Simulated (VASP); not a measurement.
# Si16Ge (a cell with a defect) in VASP: notebook, part 2 of 2

VASP 6.6.1.

**3. Single point, PBEsol**

Input file INCAR:

```
SYSTEM = Si16Ge
  PREC = Accurate
  ENCUT = 520
  EDIFF = 1E-6
  ISMEAR = 0
  SIGMA = 0.05
  LREAL = Auto
  LASPH = .True.
  NELM = 80
  ALGO = Normal
  ISIF = 2
  LWAVE = .False.
  LCHARG = .False.
  GGA = PS
  NBANDS = 53
```

Input file KPOINTS:

```
regular mesh
0
Gamma
  2 2 2
  0 0 0
```

Input file POSCAR:

```
Si16Ge
1.0
    0.0000000000      5.4300000000      5.4300000000
    5.4300000000      0.0000000000      5.4300000000
    5.4300000000      5.4300000000      0.0000000000
Si Ge
16 1
Direct
   -0.0045427899      0.0045577696     -0.0046041108
    0.1211210366      0.1367005236      0.1211163887
   -0.0044317781      0.0045101433      0.5042232624
    0.1273095878      0.1243064369      0.6240446520
   -0.0002637325      0.5003921012     -0.0006433458
    0.1210797730      0.6210248302      0.1210819269
   -0.0044461484      0.4956626087      0.5042325885
    0.1213846272      0.6214361295      0.6357403510
    0.5043505377      0.0045279312     -0.0045351275
    0.6241064169      0.1242723921      0.1273163342
    0.4999867670      0.0000163761      0.4999735211
    0.6242069759      0.1243792665      0.6241103271
    0.5043579117      0.4956228160     -0.0045475073
    0.6360939946      0.6213220793      0.1212658468
    0.5042810829      0.4957628856      0.5041717483
    0.6241958603      0.6273033144      0.6240997729
    0.2495792774      0.7506000958      0.2490203716
```

Potentials or basis: VASP PAW PBE potentials, release 64 (Si, Ge_d).

Run with:

```
$ cat potpaw_PBE.64/Si/POTCAR potpaw_PBE.64/Ge_d/POTCAR > POTCAR
$ mpirun -np 1 vasp_std > vasp.out
```

OUTCAR:

```text
SYSTEM = Si16Ge
   PREC = Accurate
   ENCUT = 520
   EDIFF = 1E-6
   ISMEAR = 0
   LREAL = Auto
   LASPH = .True.
   NELM = 80
   ISIF = 2
   GGA = PS

 ion  position               nearest neighbor table
   1  0.995  0.005  0.995-   4 2.33  10 2.33   2 2.40   6 2.40  17 2.76
   2  0.121  0.137  0.121-   5 2.28   3 2.40   9 2.40   1 2.40  17 2.42
   3  0.996  0.005  0.504-  12 2.33   4 2.33   8 2.40   2 2.40  17 2.76
   4  0.127  0.124  0.624-   1 2.33   7 2.33   3 2.33  11 2.34
   5  1.000  0.500  0.999-   8 2.28  14 2.28   2 2.28   6 2.28
   6  0.121  0.621  0.121-   5 2.28   7 2.40  13 2.40   1 2.40  17 2.42
   7  0.996  0.496  0.504-  16 2.33   4 2.33   8 2.40   6 2.40  17 2.76
   8  0.121  0.621  0.636-   5 2.28  15 2.40   3 2.40   7 2.40  17 2.42
   9  0.504  0.005  0.995-  12 2.33  10 2.33  14 2.40   2 2.40  17 2.76
  10  0.624  0.124  0.127-  13 2.33   9 2.33   1 2.33  11 2.34
  11  0.500  0.000  0.500-  10 2.34   4 2.34  16 2.34  12 2.34
  12  0.624  0.124  0.624-   9 2.33   3 2.33  15 2.33  11 2.34
  13  0.504  0.496  0.995-  16 2.33  10 2.33  14 2.40   6 2.40  17 2.76
  14  0.636  0.621  0.121-   5 2.28  15 2.40   9 2.40  13 2.40  17 2.42
  15  0.504  0.496  0.504-  12 2.33  16 2.33   8 2.40  14 2.40  17 2.77
  16  0.624  0.627  0.624-  13 2.33   7 2.33  15 2.33  11 2.34
  17  0.250  0.751  0.249-   6 2.42   2 2.42  14 2.42   8 2.42   1 2.76  13 2.76   9 2.76   7 2.76
                             3 2.76  15 2.77

  LATTYP: Found a face centered cubic cell.
 ALAT       =    10.8600000000

  Lattice vectors:

 A1 = (   0.0000000000,   5.4300000000,   5.4300000000)
 A2 = (   5.4300000000,   0.0000000000,   5.4300000000)
 A3 = (   5.4300000000,   5.4300000000,   0.0000000000)

Analysis of symmetry for initial positions (statically):
=====================================================================
 Subroutine PRICEL returns:
 Original cell was already a primitive cell.

 Routine SETGRP: Setting up the symmetry group for a
 face centered cubic supercell.

 Subroutine GETGRP returns: Found  1 space group operations
[... 155 lines left out ...]
   GGA     = PS    functional components
   LHFCALC =     F    Hartree Fock is set to
   AEXX    =    0.0000 exact exchange contribution
   IVDW    =     0    specifies the selected vdW correction
   LEPSILON=     F    determine dielectric tensor
   LRPA    =     F    only Hartree local field effects (RPA)
 non-spin polarized calculation
 Gauss-broadening in eV      SIGMA  =   0.05
  energy-cutoff  :      520.00
  volume of cell :      320.21
 maximum number of plane-waves:      8646
 NGX is ok and might be reduce to    60
   NGX = 29   NGY = 29   NGZ = 29

 number of electron      77.9999998 magnetization

 Free energy of the ion-electron system (eV)
  ---------------------------------------------------
  ext. energy  EPLUGINS =         0.00000000
  ---------------------------------------------------
  free energy    TOTEN  =       -92.78728449 eV

  energy without entropy =      -92.77909177  energy(sigma->0) =      -92.78318813

 E-fermi :   6.7943     XC(G=0):  -9.8842

 val. band max:        6.5595917958   @ k =   0.0000   0.0000   0.0000
 cond. band min:       6.7962942469   @ k =   0.0000   0.0000   0.0000
 fundamental gap:      0.2367024511
 Fermi energy:         6.7943309941

 k-point     1 :       0.0000    0.0000    0.0000
  band No.  band energies     occupation
      1     -18.2738      2.00000
      2     -18.2737      2.00000
      3     -18.2737      2.00000
      4     -18.2598      2.00000
      5     -18.2597      2.00000
      6      -6.6130      2.00000
[... 421 lines left out ...]
     50      10.2112      0.00000
     51      10.2158      0.00000
 [bands above 51 left out]

------------------------ aborting loop because EDIFF is reached ----------------------------------------

  FORCE on cell =-STRESS in cart. coord.  units (eV):
  Direction    XX          YY          ZZ          XY          YZ          ZX
  --------------------------------------------------------------------------------------
  -------------------------------------------------------------------------------------
  Total        9.4439303      9.4395992      9.4435467      0.0009793      0.0003648      0.0032997
  in kB       47.2534880     47.2318167     47.2515687      0.0048998      0.0018252      0.0165103
  external PRESSURE =      47.2456245 kB  Pullay stress =       0.0000000 kB

 VOLUME and BASIS-vectors are now :
 -----------------------------------------------------------------------------
  energy-cutoff  :      520.00
  volume of cell :      320.21
      direct lattice vectors                 reciprocal lattice vectors
     0.000000000  5.430000000  5.430000000    -0.092081031  0.092081031  0.092081031
     5.430000000  0.000000000  5.430000000     0.092081031 -0.092081031  0.092081031
     5.430000000  5.430000000  0.000000000     0.092081031  0.092081031 -0.092081031

 POSITION                                       TOTAL-FORCE (eV/Angst)
 -----------------------------------------------------------------------------------
      5.42975     10.81033      5.43008         0.000511      0.007953     -0.000614
      1.39995      1.31535      1.39997        -0.005878     -0.006017     -0.002025
      2.76242      8.14387      5.43043        -0.001389      0.000811      0.001071
      4.06355      4.07985      1.36628         0.001253     -0.001260     -0.001095
      8.14364     10.85507      8.14570         0.001910      0.007169     -0.001002
      4.02964      1.31494      4.02963        -0.000072     -0.007006      0.003752
[... 9 lines left out ...]
      6.79512      6.77825      6.79564         0.000014      0.000093      0.000014
      5.42794      2.70740      5.43097         0.004872      0.018555     -0.001737
 -----------------------------------------------------------------------------------
    total drift:                               -0.001278      0.000127      0.000160

  FREE ENERGIE OF THE ION-ELECTRON SYSTEM (eV)
  ---------------------------------------------------
  free  energy   TOTEN  =       -92.7872844895 eV

  energy  without entropy=      -92.7790917740  energy(sigma->0) =      -92.78318813
```

OSZICAR:

```text
N       E                     dE             d eps       ncg     rms          rms(c)
DAV:   1     0.387889680885E+03    0.38789E+03   -0.30032E+04  1066   0.160E+03
DAV:   2    -0.290330828980E+02   -0.41692E+03   -0.38677E+03   946   0.397E+02
DAV:   3    -0.913879929806E+02   -0.62355E+02   -0.59660E+02  1056   0.102E+02
DAV:   4    -0.945740090623E+02   -0.31860E+01   -0.31462E+01  1056   0.267E+01
DAV:   5    -0.946838057112E+02   -0.10980E+00   -0.10960E+00  1104   0.491E+00    0.147E+01
DAV:   6    -0.933530759315E+02    0.13307E+01   -0.76798E-01  1016   0.299E+00    0.875E+00
DAV:   7    -0.927864282513E+02    0.56665E+00   -0.12491E+00  1016   0.357E+00    0.597E-01
DAV:   8    -0.927866934932E+02   -0.26524E-03   -0.80229E-02  1056   0.138E+00    0.309E-01
DAV:   9    -0.927870751519E+02   -0.38166E-03   -0.36016E-03  1048   0.260E-01    0.186E-01
DAV:  10    -0.927872487955E+02   -0.17364E-03   -0.28161E-04  1224   0.104E-01    0.581E-02
DAV:  11    -0.927872841004E+02   -0.35305E-04   -0.70547E-05  1024   0.449E-02    0.146E-02
DAV:  12    -0.927872844895E+02   -0.38901E-06   -0.69100E-06  1104   0.122E-02
   1 F= -.92787284E+02 E0= -.92783188E+02  d E =-.819272E-02
```

stdout:

```text
POSCAR found type information on POSCAR SiGe
 POSCAR found :  2 types and      17 ions
 scaLAPACK will be used
 -----------------------------------------------------------------------------
|                                                                             |
|                                                                             |
|     You enforced a specific xc type in the INCAR file but a different       |
|     I HOPE YOU KNOW WHAT YOU ARE DOING!                                     |
|                                                                             |
 -----------------------------------------------------------------------------

 LDA part: xc-table for (Slater+PW92), standard interpolation
 POSCAR, INCAR and KPOINTS ok, starting setup
 FFT: planning ... GRIDC
 FFT: planning ... GRID_SOFT
 FFT: planning ... GRID
 WAVECAR not read
 entering main loop
```

Run time: 2 min. Hardware: 1 thread of Intel Xeon 6975P-C (Granite Rapids), shared host; peak memory 0.49 GiB.

What came out:

| Item | Value |
| --- | --- |
| Free energy | -92.7873 eV |
| Pressure | 4.7 GPa |
| Largest force | 0.019 eV/Å |
| Band gap on the k mesh | zero (band 39 reaches 6.87 eV, above the bottom of band 40 at 6.56 eV) |

Forces on the atoms (eV/Å):
```
Si   0.001  0.008 -0.001
Si  -0.006 -0.006 -0.002
Si  -0.001  0.001  0.001
Si   0.001 -0.001 -0.001
Si   0.002  0.007 -0.001
Si   0.000 -0.007  0.004
Si  -0.001  0.001  0.002
Si  -0.006 -0.012  0.005
Si   0.001  0.002 -0.004
Si  -0.002 -0.002  0.002
Si   0.000  0.001  0.000
Si   0.000  0.000  0.000
Si   0.004  0.002 -0.001
Si   0.001 -0.012 -0.003
Si   0.000  0.000  0.001
Si   0.000  0.000  0.000
Ge   0.005  0.019 -0.002
```

Levels at points of the mesh, in eV from the Fermi level:
```csv
k point,band 37,band 38,band 39,band 40,band 41,band 42
"(0.00, 0.00, 0.00)",-0.72,-0.72,-0.24,-0.24,-0.23,0.00
"(0.50, 0.00, 0.00)",-1.38,-1.38,-0.31,0.52,0.53,0.87
"(0.00, 0.50, 0.00)",-1.39,-1.38,-0.31,0.52,0.53,0.87
"(0.00, 0.00, 0.50)",-1.38,-1.38,-0.30,0.52,0.53,0.87
"(0.50, 0.50, 0.50)",-1.39,-1.38,-0.31,0.53,0.53,0.87
"(0.50, 0.50, 0.00)",-1.82,-1.26,0.07,0.81,1.06,1.07
"(0.00, 0.50, 0.50)",-1.82,-1.26,0.07,0.81,1.06,1.07
"(0.50, 0.00, 0.50)",-1.82,-1.26,0.07,0.81,1.06,1.07
```

Caveat: the k points lie up to 0.50 Å⁻¹ apart; the PAW data sets were made with another functional, which shifts forces and pressure a little.

**4. Single point, PBEsol**

Input file INCAR:

```
ALGO = Normal ; EDIFF = 1E-7
ENCUT = 520 ; GGA = PS
ISIF = 2 ; ISMEAR = 0
LASPH = True ; LCHARG = False
LREAL = Auto ; LWAVE = False
NBANDS = 53 ; NELM = 80
PREC = Accurate ; SIGMA = 0.05
```

Input file KPOINTS:

```
k-points
0
Gamma
  2 2 2
```

Input file POSCAR:

```
Si16Ge
1.0
    0.0000000000      5.4300000000      5.4300000000
    5.4300000000      0.0000000000      5.4300000000
    5.4300000000      5.4300000000      0.0000000000
Si Ge
16 1
Direct
    0.0009363654      0.0006419946      0.0007129157
    0.1250274549      0.1249883941      0.1249998074
    0.0009678079      0.0006753608      0.4977047753
    0.1208371572      0.1205325398      0.6293447871
    0.0009441222      0.4977079038      0.0007210607
    0.1208613581      0.6292645742      0.1206240975
   -0.0105715330      0.5035192148      0.5035366151
    0.1208293580      0.6293112912      0.6293559156
    0.4976867749      0.0007555050      0.0008251981
    0.6295826639      0.1204836183      0.1205508011
    0.5038690499     -0.0116544484      0.5038749659
    0.6296154251      0.1204652672      0.6294752295
    0.5038055127      0.5037940068     -0.0114008328
    0.6295910877      0.6294060309      0.1205455857
    0.5038916454      0.5039365031      0.5039082930
    0.6258248448      0.6246633670      0.6249369883
    0.3762556350      0.3744837968      0.3749215269
```

Run with:

```
$ cat potpaw_PBE.64/Si/POTCAR potpaw_PBE.64/Ge_d/POTCAR > POTCAR
$ mpirun -np 1 vasp_std > vasp.out
```

It took 2.7 min on 1 thread of Intel Xeon 6975P-C (Granite Rapids), shared host; peak memory 0.48 GiB.

It converged, with:

```
Free energy            : -92.7872 eV
Pressure               : 4.7 GPa
Largest force          : 0.019 eV/Å
Band gap on the k mesh : zero (band 39 reaches 6.87 eV, above the bottom of band 40 at 6.56 eV)
```

Forces in eV/Å, atoms in the order of the input:
```
Si   0.001  0.002  0.001
Si   0.000 -0.001 -0.001
Si  -0.001  0.000  0.001
Si   0.000  0.000  0.003
Si  -0.001  0.002 -0.001
Si   0.000  0.003  0.000
Si  -0.007  0.010  0.008
Si  -0.003  0.000  0.000
Si   0.000  0.001  0.001
Si   0.007 -0.002 -0.002
Si   0.000  0.004  0.009
Si   0.001 -0.009 -0.001
Si   0.000  0.012  0.001
Si   0.002 -0.001 -0.008
Si  -0.008  0.004  0.001
Si   0.004 -0.007 -0.005
Ge   0.007 -0.015 -0.009
```

Levels at points of the mesh, in eV from the Fermi level:
```csv
k point,band 37,band 38,band 39,band 40,band 41,band 42
"(0.00, 0.00, 0.00)",-0.72,-0.72,-0.24,-0.24,-0.24,0.00
"(0.50, 0.00, 0.00)",-1.38,-1.38,-0.30,0.53,0.53,0.87
"(0.00, 0.50, 0.00)",-1.38,-1.38,-0.31,0.52,0.53,0.87
"(0.00, 0.00, 0.50)",-1.38,-1.38,-0.31,0.52,0.53,0.87
"(0.50, 0.50, 0.50)",-1.38,-1.38,-0.31,0.52,0.53,0.87
"(0.50, 0.50, 0.00)",-1.82,-1.26,0.07,0.81,1.06,1.07
"(0.00, 0.50, 0.50)",-1.82,-1.26,0.07,0.81,1.06,1.07
"(0.50, 0.00, 0.50)",-1.82,-1.26,0.07,0.81,1.06,1.07
```

Caveat: the k points lie up to 0.50 Å⁻¹ apart; the PAW data sets were made with another functional, which shifts forces and pressure a little.

**5. Single point, PBEsol**

Input file INCAR:

```
PREC = Accurate ; ENCUT = 520
EDIFF = 1E-7 ; ISMEAR = 0
SIGMA = 0.05 ; LREAL = Auto
LASPH = T ; NELM = 100
ALGO = Normal ; ISIF = 2
LWAVE = F ; LCHARG = F
GGA = PS ; NBANDS = 53
```

Input file KPOINTS:

```
regular mesh
0
Gamma
  2 2 2
```

Input file POSCAR:

```
Si16Ge
1.0
    0.0000000000      5.4300000000      5.4300000000
    5.4300000000      0.0000000000      5.4300000000
    5.4300000000      5.4300000000      0.0000000000
Si Ge
16 1
Direct
   -0.0045428177      0.0045577348     -0.0046041436
    0.1211209945      0.1367005525      0.1211163904
   -0.0044317680      0.0045100368      0.5042232965
    0.1273096685      0.1243063536      0.6240446593
   -0.0002637201      0.5003920810     -0.0006432781
    0.1210797422      0.6210248619      0.1210819521
   -0.0044462247      0.4956626151      0.5042325967
    0.1213847145      0.6214360958      0.6357403315
    0.5043505525      0.0045279006     -0.0045350829
    0.6241064457      0.1242723757      0.1273163904
    0.4999867403      0.0000163904      0.4999734807
    0.6242069061      0.1243792818      0.6241104052
    0.5043578269      0.4956228361     -0.0045475138
    0.6360940147      0.6213220074      0.1212658379
    0.5042811234      0.4957628913      0.5041717311
    0.6241957643      0.6273033149      0.6240998158
    0.2495792818      0.7506000921      0.2490203499
```

Potentials or basis: VASP PAW PBE potentials, release 64 (Si, Ge_d).

Run with:

```
$ cat potpaw_PBE.64/Si/POTCAR potpaw_PBE.64/Ge_d/POTCAR > POTCAR
$ mpirun -np 1 vasp_std > vasp.out
```

OUTCAR:

```text
PREC = Accurate
   ENCUT = 520
   EDIFF = 1E-7
   ISMEAR = 0
   LREAL = Auto
   LASPH = T
   NELM = 100
   ISIF = 2
   GGA = PS

 ion  position               nearest neighbor table
   1  0.995  0.005  0.995-   4 2.33  10 2.33   2 2.40   6 2.40  17 2.76
   2  0.121  0.137  0.121-   5 2.28   3 2.40   9 2.40   1 2.40  17 2.42
   3  0.996  0.005  0.504-  12 2.33   4 2.33   8 2.40   2 2.40  17 2.76
   4  0.127  0.124  0.624-   1 2.33   7 2.33   3 2.33  11 2.34
   5  1.000  0.500  0.999-   8 2.28  14 2.28   2 2.28   6 2.28
   6  0.121  0.621  0.121-   5 2.28   7 2.40  13 2.40   1 2.40  17 2.42
[... 656 lines left out ...]
  Total        9.4421904      9.4378833      9.4417948      0.0011369      0.0003096      0.0032132
  in kB       47.2447823     47.2232312     47.2428030      0.0056884      0.0015490      0.0160777
  external PRESSURE =      47.2369389 kB  Pullay stress =       0.0000000 kB

 VOLUME and BASIS-vectors are now :
 -----------------------------------------------------------------------------
  energy-cutoff  :      520.00
  volume of cell :      320.21
      direct lattice vectors                 reciprocal lattice vectors
     0.000000000  5.430000000  5.430000000    -0.092081031  0.092081031  0.092081031
     5.430000000  0.000000000  5.430000000     0.092081031 -0.092081031  0.092081031
     5.430000000  5.430000000  0.000000000     0.092081031  0.092081031 -0.092081031

 POSITION                                       TOTAL-FORCE (eV/Angst)
 -----------------------------------------------------------------------------------
      5.42975     10.81033      5.43008         0.000521      0.008019     -0.000611
      1.39995      1.31535      1.39997        -0.006026     -0.005882     -0.002165
      2.76242      8.14387      5.43042        -0.001445      0.000807      0.001072
      4.06355      4.07985      1.36628         0.001257     -0.001264     -0.001094
      8.14364     10.85507      8.14570         0.001903      0.007160     -0.000995
      4.02964      1.31494      4.02963         0.000066     -0.006871      0.003888
[... 9 lines left out ...]
      6.79512      6.77824      6.79564         0.000010      0.000095      0.000019
      5.42794      2.70740      5.43097         0.004876      0.018547     -0.001738
 -----------------------------------------------------------------------------------
    total drift:                               -0.001282      0.000117      0.000162

  FREE ENERGIE OF THE ION-ELECTRON SYSTEM (eV)
  ---------------------------------------------------
  free  energy   TOTEN  =       -92.7872850640 eV

  energy  without entropy=      -92.7790904539  energy(sigma->0) =      -92.78318776
```

stdout:

```text
POSCAR found type information on POSCAR SiGe
 POSCAR found :  2 types and      17 ions
 scaLAPACK will be used
 -----------------------------------------------------------------------------
|                                                                             |
|                                                                             |
|     You enforced a specific xc type in the INCAR file but a different       |
|     I HOPE YOU KNOW WHAT YOU ARE DOING!                                     |
|                                                                             |
 -----------------------------------------------------------------------------

 LDA part: xc-table for (Slater+PW92), standard interpolation
 POSCAR, INCAR and KPOINTS ok, starting setup
 FFT: planning ... GRIDC
 FFT: planning ... GRID_SOFT
 FFT: planning ... GRID
 WAVECAR not read
 entering main loop
```

It took 1.8 min on 1 thread of Intel Xeon 6975P-C (Granite Rapids), shared host; peak memory 0.49 GiB.

Results:

| Property | Result |
| --- | --- |
| Free energy | -92.7873 eV |
| Pressure | 4.7 GPa |
| Largest force | 0.019 eV/Å |
| Band gap on the k mesh | zero (band 39 reaches 6.87 eV, above the bottom of band 40 at 6.56 eV) |

Forces on the atoms (eV/Å):
```
Si   0.001  0.008 -0.001
Si  -0.006 -0.006 -0.002
Si  -0.001  0.001  0.001
Si   0.001 -0.001 -0.001
Si   0.002  0.007 -0.001
Si   0.000 -0.007  0.004
Si  -0.001  0.001  0.002
Si  -0.006 -0.012  0.005
Si   0.001  0.002 -0.004
Si  -0.002 -0.002  0.002
Si   0.000  0.001  0.000
Si   0.000  0.000  0.000
Si   0.004  0.002 -0.001
Si   0.002 -0.013 -0.003
Si   0.000  0.000  0.001
Si   0.000  0.000  0.000
Ge   0.005  0.019 -0.002
```

Levels at points of the mesh, in eV from the Fermi level:
```csv
k point,band 35,band 36,band 37,band 38,band 39,band 40,band 41,band 42,band 43,band 44
"(0.00, 0.00, 0.00)",-1.67,-0.73,-0.72,-0.72,-0.24,-0.24,-0.23,0.00,0.00,0.45
"(0.50, 0.00, 0.00)",-1.44,-1.44,-1.38,-1.38,-0.31,0.52,0.53,0.87,0.87,1.26
"(0.00, 0.50, 0.00)",-1.44,-1.44,-1.39,-1.38,-0.31,0.52,0.53,0.87,0.87,1.26
"(0.00, 0.00, 0.50)",-1.44,-1.44,-1.38,-1.38,-0.30,0.52,0.53,0.87,0.87,1.26
"(0.50, 0.50, 0.50)",-1.44,-1.44,-1.39,-1.38,-0.31,0.53,0.53,0.87,0.87,1.26
"(0.50, 0.50, 0.00)",-2.00,-2.00,-1.82,-1.26,0.07,0.81,1.06,1.07,1.07,1.94
"(0.00, 0.50, 0.50)",-2.00,-2.00,-1.82,-1.26,0.07,0.81,1.06,1.07,1.07,1.94
"(0.50, 0.00, 0.50)",-2.00,-1.99,-1.82,-1.26,0.07,0.81,1.06,1.07,1.07,1.94
```

Caveat: the k points lie up to 0.50 Å⁻¹ apart; the PAW data sets were made with another functional, which shifts forces and pressure a little.
